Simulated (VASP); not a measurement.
Input of a VASP 6.6.1 run:

INCAR

```
PREC = Accurate
ENCUT = 520
EDIFF = 1E-7
ISMEAR = -1
SIGMA = 0.05
LREAL = False
LASPH = True
NELM = 100
ALGO = Normal
ISIF = 2
LWAVE = False
LCHARG = True
GGA = PS
LELF = True
LVHAR = True
NBANDS = 11
```

Contents of KPOINTS:

```
Automatic mesh
0
Gamma
  8 8 8
```

The input POSCAR:

```
Si
1.0
    0.0000000000      2.7169098435      2.7169098435
    2.7169098435      0.0000000000      2.7169098435
    2.7169098435      2.7169098435      0.0000000000
Si
2
Direct
    0.5000000000      0.5000000000      0.5000000000
    0.7500000000      0.7500000000      0.7500000000
```

Potentials or basis: VASP PAW PBE potentials, release 64 (Si).

The run is started by

```console
$ cat potpaw_PBE.64/Si/POTCAR > POTCAR
$ mpirun -np 1 vasp_std > vasp.out
```

**Question.** What does it give for the pressure?

**Answer.** 0.1 GPa.

**Question.** Estimate the band gap on the k mesh.

**Answer.** 0.51 eV, indirect (least direct gap 2.52 eV).

Caveat: the PAW data sets were made with another functional, which shifts forces and pressure a little. A k mesh can miss the band edges.
